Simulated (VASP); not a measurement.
Write the native input for VASP 6.6.1 that does the following.

```yaml
Task: relaxation of cell and atoms
Functional: PBE
Dispersion: D3(BJ)
Potentials_or_basis: VASP PAW PBE potentials, release 64 (Ti_sv, O)
Cutoff: 600 eV
k_mesh: 10 × 10 × 10
Occupations: gaussian, width 0.02 eV
Spin: no spin polarisation
Dipole_correction: no
Further_INCAR_settings: ALGO = Normal; EDIFF = 1e-06; IBRION = 2; EDIFFG = -0.005; NSW = 70; ISIF = 3
```

The structure of TiO2 (Anatase) lies in POSCAR:

```
TiO2
1.0
   -1.8996082674      1.8996082674      4.8485069703
    1.8996082674     -1.8996082674      4.8485069703
    1.8996082674      1.8996082674     -4.8485069703
Ti O
2 4
Direct
    0.0000000000      0.0000000000      0.0000000000
    0.7500000000      0.2500000000      0.5000000000
    0.2064947456      0.2064947456      0.0000000000
    0.9564947456      0.4564947456      0.5000000000
    0.5435052544      0.0435052544      0.5000000000
    0.7935052544      0.7935052544      0.0000000000
```

One way to write it, as run:

INCAR

```
ALGO = Normal ; EDIFF = 1E-6
EDIFFG = -0.005 ; ENCUT = 600
GGA = PE ; IBRION = 2
ISIF = 3 ; ISMEAR = 0
IVDW = 12 ; LASPH = T
LCHARG = F ; LREAL = F
LWAVE = F ; NELM = 100
NSW = 70 ; PREC = Accurate
SIGMA = 0.02
```

KPOINTS

```
k-points
0
Gamma
  10 10 10
```

Potentials or basis: VASP PAW PBE potentials, release 64 (Ti_sv, O).

The run is started by

```console
$ cat potpaw_PBE.64/Ti_sv/POTCAR potpaw_PBE.64/O/POTCAR > POTCAR
$ mpirun -np 1 vasp_std > vasp.out
```

It gave:

The relaxed volume is 11.46 Å³/atom, the relaxed cell is a = 5.487 Å, b = 5.487 Å, c = 5.487 Å, α = 139.59°, β = 139.59°, γ = 58.48° and the space group after relaxing (to 0.05 Å) is I4_1/amd (No. 141). The energy gained by relaxing is 1.9 meV/atom. The ionic steps are 10. The pressure after relaxing is 0.0 GPa. The largest force after relaxing is 0.004 eV/Å. The band gap on the k mesh is 2.09 eV, indirect (least direct gap 2.43 eV). The dispersion energy per atom is -0.224 eV.

It took 37 min on 1 thread of Intel(R) Xeon(R) Platinum 8259CL CPU @ 2.50GHz (Skylake/Cascade Lake) (shared host), peak memory 0.49 GiB.
